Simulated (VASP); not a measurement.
SnSe:

```
Sn Se
1.0
    11.64398    0.00000    0.00000
     0.00000    4.27218    0.00000
     0.00000    0.00000    4.54747
Sn Se
4 4
Direct
  0.87700 0.75000 0.90900
  0.62300 0.25000 0.40900
  0.37700 0.75000 0.59100
  0.12300 0.25000 0.09100
  0.64300 0.75000 0.98400
  0.85700 0.25000 0.48400
  0.14300 0.75000 0.51600
  0.35700 0.25000 0.01600
```

Base run:

| Quantity | Value |
| --- | --- |
| Program | VASP 6.6.1 |
| Functional | RPBE |
| Potentials or basis | VASP PAW PBE potentials, release 64 (Sn_d, Se) |
| Cutoff | 520 eV |
| k mesh | 3 × 6 × 6 |
| Occupations | fermi-dirac, width 0.05 eV |
| Spin | no spin polarisation |

Its results: band gap on the k mesh 0.63 eV (least direct gap 0.79 eV); pressure 1.0 GPa; largest force 0.145 eV/Å.

Task: The run is repeated on the same cell with these changes: functional from RPBE to PBEsol. What comes out?

Result: Band gap on the k mesh 0.52 eV (least direct gap 0.70 eV); pressure -3.2 GPa; largest force 0.214 eV/Å.

PBEsol binds more tightly than RPBE, so the same cell stands under less pressure.

Caveats: the PAW data sets were made with another functional, which shifts forces and pressure a little; spin-orbit coupling is left out, which moves the levels of the heavy elements; an odd mesh through Γ misses points on the zone boundary, where band edges can lie; the cell stands under tension (at least some runs).
